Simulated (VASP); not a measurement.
Wanted: the native input for a VASP 6.6.1 run.

| Quantity | Value |
| --- | --- |
| Task | relaxation of cell and atoms |
| Functional | PBE |
| Potentials or basis | VASP PAW PBE potentials, release 64 (Sb) |
| Cutoff | 500 eV |
| k mesh | 10 × 10 × 10 |
| Occupations | gaussian, width 0.1 eV |
| Spin | no spin polarisation |
| Dipole correction | no |
| Further INCAR settings | ALGO = Normal; EDIFF = 1e-07; IBRION = 2; EDIFFG = -0.05; NSW = 80; ISIF = 3 |

The structure of Sb lies in POSCAR:

```
Sb
1.0
   -1.4448834284      1.4448834284      1.4448834284
    1.4448834284     -1.4448834284      1.4448834284
    1.4448834284      1.4448834284     -1.4448834284
Sb
1
Direct
    0.0000000000      0.0000000000      0.0000000000
```

One way to write it, as run:

INCAR

```
SYSTEM = Sb
ALGO = Normal ; EDIFF = 1E-7
EDIFFG = -0.05 ; ENCUT = 500
GGA = PE ; GGA_COMPAT = .False.
IBRION = 2 ; ISIF = 3
ISMEAR = 0 ; LASPH = .True.
LCHARG = .False. ; LREAL = .False.
LWAVE = .False. ; NELM = 120
NELMIN = 4 ; NSW = 80
PREC = Accurate ; SIGMA = 0.1
```

KPOINTS

```
k-points
0
Gamma
  10 10 10
  0 0 0
```

Potentials or basis: VASP PAW PBE potentials, release 64 (Sb).

Command:

```sh
$ cat potpaw_PBE.64/Sb/POTCAR > POTCAR
$ mpirun -np 1 vasp_std > vasp.out
```

It gave:

- Relaxed volume: 27.40 Å³/atom
- Relaxed cell: a = 3.289 Å, b = 3.289 Å, c = 3.289 Å, α = 109.47°, β = 109.47°, γ = 109.47°
- Space group after relaxing (to 0.05 Å): Im-3m (No. 229)
- Energy gained by relaxing: 7185.8 meV/atom
- Ionic steps: 9
- Pressure after relaxing: 0.1 GPa

Caveat: the volume moved by over 15 % at a fixed basis, so the end points are rough.

It took 20 s on 1 thread of Intel Xeon 6975P-C, with other jobs on the host, peak memory 0.12 GiB.
